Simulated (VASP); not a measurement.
# InGa3P4: relaxation of cell and atoms with PBE

InGa3P4:

```
In Ga P
1.0
     5.62090    0.00000    0.00000
     0.00000    5.62090    0.00000
     0.00000    0.00000    5.62090
In Ga P
1 3 4
Cartesian
  2.8104 2.8104 2.8104
  0.0000 0.0000 2.8104
  0.0000 2.8104 0.0000
  2.8104 0.0000 0.0000
  4.2720 4.2720 4.2720
  4.2720 1.3489 1.3489
  1.3489 4.2720 1.3489
  1.3489 1.3489 4.2720
```

| Item | Value |
| --- | --- |
| Program | VASP 6.6.1 |
| Task | relaxation of cell and atoms |
| Functional | PBE |
| Potentials or basis | VASP PAW PBE potentials, release 64 (In_d, Ga_d, P) |
| Cutoff | 600 eV |
| k mesh | 6 × 6 × 6 |
| Occupations | gaussian, width 0.02 eV |
| Spin | no spin polarisation |
| Dipole correction | no |
| Further INCAR settings | ALGO = Normal; EDIFF = 1e-06; IBRION = 2; EDIFFG = -0.01; NSW = 100; ISIF = 3 |

```yaml
Pressure_after_relaxing: 0.0 GPa
Largest_force_after_relaxing: 0.006 eV/Å
Band_gap_on_the_k_mesh: 1.04 eV
```

Forces on the atoms (eV/Å):
```
In   0.000  0.000  0.000
Ga   0.000  0.000  0.000
Ga   0.000  0.000  0.000
Ga   0.000  0.000  0.000
P   -0.004 -0.004 -0.004
P   -0.004  0.004  0.004
P    0.004 -0.004  0.004
P    0.004  0.004 -0.004
```

Final structure:
```
CELL_PARAMETERS angstrom
5.62090 0.00000 0.00000
0.00000 5.62090 0.00000
0.00000 0.00000 5.62090
ATOMIC_POSITIONS crystal
In 0.50000 0.50000 0.50000
Ga 0.00000 0.00000 0.50000
Ga 0.00000 0.50000 0.00000
Ga 0.50000 0.00000 0.00000
P 0.76001 0.76001 0.76001
P 0.76001 0.23999 0.23999
P 0.23999 0.76001 0.23999
P 0.23999 0.23999 0.76001
```

Levels at points of the mesh, in eV from the valence-band top:
```tsv
k point	band 34	band 35	band 36	band 37	band 38	band 39
(0.00, 0.00, 0.00)	0.00	0.00	0.00	1.04	1.77	1.77
(0.50, 0.00, 0.00)	-1.70	-1.32	-1.32	2.23	2.27	3.36
(0.50, 0.50, 0.00)	-1.10	-0.92	-0.92	2.75	2.75	3.30
(0.50, 0.50, 0.50)	-0.75	-0.75	-0.75	1.35	1.35	1.35
```

It took 110 s on 1 thread of AMD EPYC 9R45 96-Core Processor (Zen 5), with other jobs on the host, peak memory 0.39 GiB.

Caveat: the relaxation stopped at its first step, so nothing moved; spin-orbit coupling is left out, which moves the levels of the heavy elements. A k mesh can miss the band edges.
